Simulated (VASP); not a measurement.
Input of a VASP 6.6.1 run:

File INCAR:

```
PREC = Accurate ; ENCUT = 520
EDIFF = 1E-6 ; ISMEAR = 0
SIGMA = 0.1 ; LREAL = F
LASPH = T ; NELM = 100
ALGO = Normal ; ISIF = 2
LWAVE = F ; LCHARG = F
NBANDS = 14 ; ISYM = 0
```

Contents of KPOINTS:

```
Automatic mesh
0
Gamma
  8 8 8
  0.5 0.5 0.5
```

File POSCAR:

```
HfN
1.0
    3.4716430000      0.0000000000      0.0000000000
    1.7358215000      3.0065310309      0.0000000000
    1.7358215000      1.0021770103      2.8345846397
Hf N
1 1
Direct
    0.0000000000      0.0000000000      0.0000000000
    0.7500000000      0.7500000000      0.7500000000
```

Potentials or basis: VASP PAW LDA potentials, release 64 (Hf_pv, N).

Run with:

```sh
$ cat potpaw_LDA.64/Hf_pv/POTCAR potpaw_LDA.64/N/POTCAR > POTCAR
$ mpirun -np 1 vasp_std > vasp.out
```

Predict the pressure.

-10.0 GPa.

Estimate the band gap on the k mesh.

zero (an odd number of electrons rules out a gap without spin polarisation).

Caveat: the cell stands under tension; spin-orbit coupling is left out, which moves the levels of the heavy elements.
